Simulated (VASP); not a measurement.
Here is a VASP 6.6.1 calculation.

File INCAR:

```
SYSTEM = SnO2
ALGO = Normal
EDIFF = 1E-6
ENCUT = 520
GGA = PS
ISIF = 2
ISMEAR = 0
LASPH = .True.
LCHARG = .False.
LREAL = .False.
LWAVE = .False.
NBANDS = 20
NELM = 100
PREC = Accurate
SIGMA = 0.01
```

File KPOINTS:

```
k-points
0
Gamma
  8 8 8
  0 0 0
```

Contents of POSCAR:

```
SnO2
1.0
    1.6170930800      0.9336291200      4.8005925800
   -1.6170930800      0.9336291200      4.8005925800
    0.0000000000     -1.8672582400      4.8005925800
Sn O
1 2
Direct
    0.5000000007      0.5000000007      0.5000000007
    0.2371700002      0.2371700002      0.2371700002
    0.7628300005      0.7628300005      0.7628300005
```

Potentials or basis: VASP PAW PBE potentials, release 64 (Sn_d, O).

The run is started by

```bash
$ cat potpaw_PBE.64/Sn_d/POTCAR potpaw_PBE.64/O/POTCAR > POTCAR
$ mpirun -np 1 vasp_std > vasp.out
```

(1) Predict the band gap on the k mesh.

(2) Predict the largest force.

## Answers

(1) 1.85 eV, indirect (least direct gap 1.97 eV).

(2) 0.347 eV/Å.

Caveat: the PAW data sets were made with another functional, which shifts forces and pressure a little; spin-orbit coupling is left out, which moves the levels of the heavy elements.
